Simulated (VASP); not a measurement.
# Ge2Sb2Te5 in VASP: notebook

The runs below take Ge2Sb2Te5 through single point, with PBEsol, BLYP.

Everything below comes from runs of VASP 6.6.1. Logs are shortened: lines on timing, memory, paths and dates and some standing lists are left out, and cuts for length are marked.

## Step 1: The cell of the first run

The typed cell holds 9 atoms: a = 4.294 Å, b = 4.294 Å, c = 17.101 Å, α = 90.00°, β = 90.00°, γ = 120.00°.

## Step 2: Single point, PBEsol (atoms moved at random)

INCAR reads:

```
SYSTEM = Ge2Sb2Te5
PREC = Accurate ; ENCUT = 500
EDIFF = 1E-6 ; ISMEAR = -1
SIGMA = 0.05 ; LREAL = .False.
LASPH = .True. ; NELM = 120
ALGO = Normal ; ISIF = 2
LWAVE = .False. ; LCHARG = .False.
GGA = PS ; NBANDS = 44
GGA_COMPAT = .False.
```

KPOINTS reads:

```
regular mesh
0
Gamma
  7 7 2
  0 0 0
```

POSCAR reads:

```
Ge2Sb2Te5
1.0
    4.2940644248      0.0000000000      0.0000000000
   -2.1470322124      3.7187688774      0.0000000000
    0.0000000000      0.0000000000     17.1013460000
Te Sb Ge
5 2 2
Direct
    0.6562660000      0.3301960000      0.4210580000
    0.3232060000      0.6703040000      0.5795500000
    0.3344430000      0.6798990000      0.2035310000
    0.6645560000      0.3416920000      0.7979830000
   -0.0123470000     -0.0115810000     -0.0012600000
    0.0045150000      0.0130290000      0.3197990000
   -0.0021110000     -0.0054360000      0.6806000000
    0.6564150000      0.3344940000      0.1015940000
    0.3187400000      0.6532750000      0.8970460000
```

Potentials or basis: VASP PAW PBE potentials, release 64 (Te, Sb, Ge_d).

The run is started by

```sh
$ cat potpaw_PBE.64/Te/POTCAR potpaw_PBE.64/Sb/POTCAR potpaw_PBE.64/Ge_d/POTCAR > POTCAR
$ mpirun -np 1 vasp_std > vasp.out
```

OUTCAR:

```text
SYSTEM = Ge2Sb2Te5
   PREC = Accurate
   ENCUT = 500
   EDIFF = 1E-6
   ISMEAR = -1
   LREAL = .False.
   LASPH = .True.
   NELM = 120
   ISIF = 2
   GGA = PS

 ion  position               nearest neighbor table
   1  0.656  0.330  0.421-   6 2.98   6 3.02   6 3.07   2 3.66   2 3.67
   2  0.323  0.670  0.580-   7 2.97   7 3.05   7 3.05   1 3.66   1 3.67
   3  0.334  0.680  0.204-   8 2.99   8 3.03   8 3.07   6 3.17   6 3.18   6 3.19
   4  0.665  0.342  0.798-   9 2.97   9 2.98   9 3.07   7 3.15   7 3.19   7 3.23
   5  0.988  0.988  0.999-   8 3.00   9 3.02   9 3.03   9 3.04   8 3.05   8 3.07
   6  0.005  0.013  0.320-   1 2.98   1 3.02   1 3.07   3 3.17   3 3.18   3 3.19
   7  0.998  0.995  0.681-   2 2.97   2 3.05   2 3.05   4 3.15   4 3.19   4 3.23
   8  0.656  0.334  0.102-   3 2.99   5 3.00   3 3.03   5 3.05   3 3.07   5 3.07
   9  0.319  0.653  0.897-   4 2.97   4 2.98   5 3.02   5 3.03   5 3.04   4 3.07

  LATTYP: Found a hexagonal cell.
 ALAT       =     4.2940644248
 C/A-ratio  =     3.9825545936

  Lattice vectors:

 A1 = (   4.2940644248,   0.0000000000,   0.0000000000)
 A2 = (  -2.1470322124,   3.7187688774,   0.0000000000)
 A3 = (   0.0000000000,   0.0000000000,  17.1013460000)

Analysis of symmetry for initial positions (statically):
=====================================================================
 Subroutine PRICEL returns:
 Original cell was already a primitive cell.

 Routine SETGRP: Setting up the symmetry group for a
 hexagonal supercell.

 Subroutine GETGRP returns: Found  1 space group operations
 (whereof  1 operations were pure point group operations)
 out of a pool of 24 trial point group operations.

The static configuration has the point symmetry C_1 .

Analysis of symmetry for dynamics (positions and initial velocities):
=====================================================================
 Subroutine PRICEL returns:
 Original cell was already a primitive cell.

 Routine SETGRP: Setting up the symmetry group for a
 hexagonal supercell.

 Subroutine GETGRP returns: Found  1 space group operations
 (whereof  1 operations were pure point group operations)
 out of a pool of 24 trial point group operations.

The dynamic configuration has the point symmetry C_1 .

 Subroutine INISYM returns: Found  1 space group operations
 (whereof  1 operations are pure point group operations),
 and found     1 'primitive' translations

----------------------------------------------------------------------------------------

                                     Primitive cell

  volume of cell :     273.0851

  direct lattice vectors                    reciprocal lattice vectors
     4.294064425  0.000000000  0.000000000     0.232879599  0.134453099  0.000000000
    -2.147032212  3.718768877  0.000000000     0.000000000  0.268906198  0.000000000
     0.000000000  0.000000000 17.101346000     0.000000000  0.000000000  0.058474929

  length of vectors
     4.294064425  4.294064425 17.101346000     0.268906198  0.268906198  0.058474929

  position of ions in fractional coordinates (direct lattice)
     0.656266000  0.330196000  0.421058000
     0.323206000  0.670304000  0.579550000
     0.334443000  0.679899000  0.203531000
     0.664556000  0.341692000  0.797983000
     0.987653000  0.988419000  0.998740000
     0.004515000  0.013029000  0.319799000
     0.997889000  0.994564000  0.680600000
     0.656415000  0.334494000  0.101594000
     0.318740000  0.653275000  0.897046000

  ion indices of the primitive-cell ions
   primitive index   ion index
                 1           1
                 2           2
                 3           3
                 4           4
                 5           5
                 6           6
                 7           7
                 8           8
                 9           9

----------------------------------------------------------------------------------------

 KPOINTS: regular mesh

Automatic generation of k-mesh.
 Grid dimensions read from file:
 generate k-points for:    7    7    2

 Generating k-lattice:

  Cartesian coordinates                     Fractional coordinates (reciprocal lattice)
     0.033268514  0.019207586  0.000000000     0.142857143  0.000000000  0.000000000
     0.000000000  0.038415171  0.000000000     0.000000000  0.142857143  0.000000000
     0.000000000  0.000000000  0.029237465     0.000000000  0.000000000  0.500000000

  Length of vectors
     0.038415171  0.038415171  0.029237465

  Shift w.r.t. Gamma in fractional coordinates (k-lattice)
     0.000000000  0.000000000  0.000000000

 Subroutine IBZKPT returns following result:
 ===========================================

 Found     50 irreducible k-points:

 Following reciprocal coordinates:
            Coordinates               Weight
  0.000000  0.000000  0.000000      1.000000
  0.142857  0.000000  0.000000      2.000000
  0.000000  0.142857  0.000000      2.000000
 -0.142857  0.142857  0.000000      2.000000
  0.285714  0.000000  0.000000      2.000000
  0.000000  0.285714  0.000000      2.000000
[... 16 lines left out ...]
  0.285714  0.285714  0.000000      2.000000
 -0.285714 -0.428571  0.000000      2.000000
 [... further k-points ...]
   k-points           NKPTS =     50   k-points in BZ     NKDIM =     50   number of bands    NBANDS=     44
   number of dos      NEDOS =    301   number of ions     NIONS =      9
   total plane-waves  NPLWV = 129024
   dimension x,y,z NGX =    32 NGY =   32 NGZ =  126
   dimension x,y,z NGXF=    64 NGYF=   64 NGZF=  252
   ions per type =               5   2   2
   NGX,Y,Z   is equivalent  to a cutoff of  12.39, 12.39, 12.25 a.u.
   NGXF,Y,Z  is equivalent  to a cutoff of  24.78, 24.78, 24.50 a.u.
 SYSTEM =  Ge2Sb2Te5
   PREC   = accura    normal or accurate (medium, high low for compatibility)
   ISTART =      0    job   : 0-new  1-cont  2-samecut
   ICHARG =      2    charge: 1-file 2-atom 10-const
   ISPIN  =      1    spin polarized calculation?
   LNONCOLLINEAR =      F non collinear calculations
   LSORBIT =      F    spin-orbit coupling
   LASPH  =      T    aspherical Exc in radial PAW
   ENCUT  =  500.0 eV  36.75 Ry    6.06 a.u.   7.83  7.83 31.18*2*pi/ulx,y,z
   NELM   =    120;   NELMIN=  2; NELMDL= -5     # of ELM steps
   EDIFF  = 0.1E-05   stopping-criterion for ELM
   LREAL  =      F    real-space projection
   EDIFFG = 0.1E-04   stopping-criterion for IOM
   NSW    =      0    number of steps for IOM
   IBRION =     -1    ionic relax: 0-MD 1-quasi-New 2-CG
   NFREE  =      0    steps in history (QN), initial steepest desc. (CG)
   ISIF   =      2    stress and relaxation
   ISYM   =      2    0-nonsym 1-usesym 2-fastsym
   POTIM  = 0.5000    time-step for ionic-motion
   TEBEG  =    0.0;   TEEND  =   0.0 temperature during run
   PSTRESS=    0.0 pullay stress
   NELECT =      68.0000    total number of electrons
   NUPDOWN=      -1.0000    fix difference up-down
   EMIN   =  10.00;   EMAX   =-10.00  energy-range for DOS
   EFERMI =   0.00;   METHOD = LEGACY
   ISMEAR =    -1;   SIGMA  =   0.05  broadening in eV -4-tet -1-fermi 0-gaus
   EFERMI_NEDOS =   21; number of points for ismear=-14 and -15
   IALGO  =     38    algorithm
   IMIX   =      4    mixing-type and parameters
     AMIX     =   0.40;   BMIX     =  1.00
     AMIX_MAG =   1.60;   BMIX_MAG =  1.00
  volume/ion in A,a.u.               =      30.34       204.76
  Fermi-wavevector in a.u.,A,eV,Ry     =   1.029940  1.946304 14.432730  1.060776
  Thomas-Fermi vector in A             =   2.164013
   LORBIT       =      0    0 simple, 1 ext, 2 COOP (PROOUT), +10 PAW based schemes
   GGA     = PS    functional components
   LHFCALC =     F    Hartree Fock is set to
   AEXX    =    0.0000 exact exchange contribution
   IVDW    =     0    specifies the selected vdW correction
   LEPSILON=     F    determine dielectric tensor
   LRPA    =     F    only Hartree local field effects (RPA)
 non-spin polarized calculation
  energy-cutoff  :      500.00
  volume of cell :      273.09
 maximum number of plane-waves:      6964
   NGX = 15   NGY = 15   NGZ = 63

 number of electron      67.9999998 magnetization

 Free energy of the ion-electron system (eV)
  ---------------------------------------------------
  ext. energy  EPLUGINS =         0.00000000
  ---------------------------------------------------
  free energy    TOTEN  =       -37.47685793 eV

  energy without entropy =      -37.47532524  energy(sigma->0) =      -37.47609158

 E-fermi :   6.1667     XC(G=0):  -9.5778

 val. band max:        6.0851972876   @ k =   0.0000   0.0000   0.0000
 cond. band min:       6.2909955670   @ k =   0.0000   0.0000   0.0000
 fundamental gap:      0.2057982793
 Fermi energy:         6.1666873488

 k-point     1 :       0.0000    0.0000    0.0000
  band No.  band energies     occupation
      1     -18.8405      2.00000
      2     -18.8394      2.00000
      3     -18.8361      2.00000
      4     -18.8344      2.00000
      5     -18.8343      2.00000
      6     -18.8228      2.00000
[... 36 lines left out ...]
     43       7.7082      0.00000
     44       8.7756      0.00000

 k-point     2 :       0.1429    0.0000    0.0000
  band No.  band energies     occupation
      1     -18.8407      2.00000
      2     -18.8394      2.00000
      3     -18.8359      2.00000
      4     -18.8345      2.00000
      5     -18.8340      2.00000
      6     -18.8229      2.00000
[... 36 lines left out ...]
     43       8.5479      0.00000
     44       8.9963      0.00000

 k-point     3 :       0.0000    0.1429    0.0000
  band No.  band energies     occupation
      1     -18.8403      2.00000
      2     -18.8398      2.00000
      3     -18.8362      2.00000
      4     -18.8342      2.00000
      5     -18.8340      2.00000
      6     -18.8231      2.00000
[... 36 lines left out ...]
     43       8.5130      0.00000
     44       8.9813      0.00000

 k-point     4 :      -0.1429    0.1429    0.0000
  band No.  band energies     occupation
      1     -18.8407      2.00000
      2     -18.8393      2.00000
      3     -18.8359      2.00000
      4     -18.8344      2.00000
      5     -18.8342      2.00000
      6     -18.8227      2.00000
[... 882 lines left out ...]
     43       9.2455      0.00000
     44       9.7905      0.00000

 k-point    23 :       0.2857    0.2857    0.0000
  band No.  band energies     occupation
      1     -18.8409      2.00000
      2     -18.8402      2.00000
      3     -18.8356      2.00000
      4     -18.8339      2.00000
      5     -18.8330      2.00000
      6     -18.8238      2.00000
[... 36 lines left out ...]
     43       9.9238      0.00000
     44      10.6071      0.00000

 k-point    24 :      -0.2857   -0.4286    0.0000
  band No.  band energies     occupation
      1     -18.8412      2.00000
      2     -18.8400      2.00000
      3     -18.8356      2.00000
      4     -18.8338      2.00000
      5     -18.8331      2.00000
      6     -18.8236      2.00000
[... 36 lines left out ...]
     43       9.9507      0.00000
     44      10.6016      0.00000

 [... further k-points ...]

------------------------ aborting loop because EDIFF is reached ----------------------------------------

  FORCE on cell =-STRESS in cart. coord.  units (eV):
  Direction    XX          YY          ZZ          XY          YZ          ZX
  --------------------------------------------------------------------------------------
  -------------------------------------------------------------------------------------
  Total       -3.7098991     -3.9437934     -3.9971950     -0.0429800      0.3100351     -0.1014439
  in kB      -21.7658003    -23.1380468    -23.4513516     -0.2521614      1.8189609     -0.5951664
  external PRESSURE =     -22.7850662 kB  Pullay stress =       0.0000000 kB

 VOLUME and BASIS-vectors are now :
 -----------------------------------------------------------------------------
  energy-cutoff  :      500.00
  volume of cell :      273.09
      direct lattice vectors                 reciprocal lattice vectors
     4.294064425  0.000000000  0.000000000     0.232879599  0.134453099  0.000000000
    -2.147032212  3.718768877  0.000000000     0.000000000  0.268906198  0.000000000
     0.000000000  0.000000000 17.101346000     0.000000000  0.000000000  0.058474929

 POSITION                                       TOTAL-FORCE (eV/Angst)
 -----------------------------------------------------------------------------------
      2.10911      1.22792      7.20066         0.071414      0.186314     -0.197763
     -0.05130      2.49271      9.91109         0.135015     -0.043395      0.199374
     -0.02365      2.52839      3.48065        -0.038715     -0.138374     -0.234033
      2.12002      1.27067     13.64658        -0.029632     -0.145019      0.103398
      2.11888      3.67570     17.07980        -0.038108      0.183459      0.082923
     -0.00859      0.04845      5.46899        -0.067165     -0.120998      0.084217
      2.14964      3.69855     11.63918        -0.116824      0.061952     -0.077740
      2.10052      1.24391      1.73739         0.045407     -0.014672      0.017347
     -0.03391      2.42938     15.34069         0.038608      0.030733      0.022277
 -----------------------------------------------------------------------------------
    total drift:                               -0.000065      0.000208     -0.000333

  FREE ENERGIE OF THE ION-ELECTRON SYSTEM (eV)
  ---------------------------------------------------
  free  energy   TOTEN  =       -37.4768579276 eV

  energy  without entropy=      -37.4753252351  energy(sigma->0) =      -37.47609158
```

Wall time 13 min (1 thread of AMD EPYC 9R14 (Zen 4), shared host); peak memory 0.64 GiB.

Results:

```yaml
Free_energy: -37.4769 eV
Pressure: -2.3 GPa
Largest_force: 0.281 eV/Å
Band_gap_on_the_k_mesh: 0.21 eV
```

Forces in eV/Å, atoms in the order of the input:
```
Te   0.071  0.186 -0.198
Te   0.135 -0.043  0.199
Te  -0.039 -0.138 -0.234
Te  -0.030 -0.145  0.103
Te  -0.038  0.183  0.083
Sb  -0.067 -0.121  0.084
Sb  -0.117  0.062 -0.078
Ge   0.045 -0.015  0.017
Ge   0.039  0.031  0.022
```

Stress tensor (GPa, compression positive):
```
-2.18 -0.03 -0.06
-0.03 -2.31  0.18
-0.06  0.18 -2.35
```

Caveat: the cell differs from its parent crystal (atoms moved at random); the PAW data sets were made with another functional, which shifts forces and pressure a little; spin-orbit coupling is left out, which moves the levels of the heavy elements. A k mesh can miss the band edges.

## Step 3: Single point, BLYP

This run uses another cell than the first one.

INCAR reads:

```
SYSTEM = Ge2Sb2Te5
AGGAC = 1.0 ; AGGAX = 1.0
ALDAC = 0.0 ; ALDAX = 1.0
ALGO = Normal ; EDIFF = 1E-6
ENCUT = 520 ; GGA = B5
ISIF = 2 ; ISMEAR = -1
LASPH = .True. ; LCHARG = .False.
LREAL = .False. ; LWAVE = .False.
NBANDS = 44 ; NELM = 100
PREC = Accurate ; SIGMA = 0.05
```

KPOINTS reads:

```
k-points
0
Gamma
  5 5 2
  0 0 0
```

POSCAR reads:

```
Ge2Sb2Te5
1.0
    4.4210495370      0.0000000000      0.0000000000
   -2.2105247685      3.8287412104      0.0000000000
    0.0000000000      0.0000000000     21.0639674317
Te Sb Ge
5 2 2
Direct
    0.6666666667      0.3333333333      0.3480873670
    0.3333333333      0.6666666667      0.6519126330
    0.3333333333      0.6666666667      0.1674481131
    0.6666666667      0.3333333333      0.8325518869
    0.0000000000      0.0000000000      0.0000000000
    0.0000000000      0.0000000000      0.2680852325
    0.0000000000      0.0000000000      0.7319147675
    0.6666666667      0.3333333333      0.0859845189
    0.3333333333      0.6666666667      0.9140154811
```

Potentials or basis: VASP PAW PBE potentials, release 64 (Te, Sb, Ge_d).

The run is started by

```sh
$ cat potpaw_PBE.64/Te/POTCAR potpaw_PBE.64/Sb/POTCAR potpaw_PBE.64/Ge_d/POTCAR > POTCAR
$ mpirun -np 1 vasp_std > vasp.out
```

It took 3.6 min on 1 thread of Intel Xeon 6975P-C (Granite Rapids), shared host; peak memory 0.55 GiB.

The run converged. Its results:

- Free energy: -28.3457 eV
- Pressure: 0.1 GPa
- Largest force: 0.038 eV/Å
- Band gap on the k mesh: 0.94 eV (least direct gap 1.10 eV)

Forces on the atoms (eV/Å):
```
Te   0.000  0.000  0.038
Te   0.000  0.000 -0.038
Te   0.000  0.000  0.003
Te   0.000  0.000 -0.003
Te   0.000  0.000  0.000
Sb   0.000  0.000 -0.032
Sb   0.000  0.000  0.032
Ge   0.000  0.000  0.002
Ge   0.000  0.000 -0.002
```

Levels at points of the mesh, in eV from the valence-band top:
```tsv
k point	band 31	band 32	band 33	band 34	band 35	band 36	band 37	band 38
(0.00, 0.00, 0.00)	-0.51	-0.51	-0.47	-0.16	0.94	1.07	1.07	1.29
(0.00, 0.00, 0.50)	-0.51	-0.51	-0.42	-0.17	0.94	1.07	1.07	1.28
```

Caveat: the PAW data sets were made with another functional, which shifts forces and pressure a little; spin-orbit coupling is left out, which moves the levels of the heavy elements. A k mesh can miss the band edges.
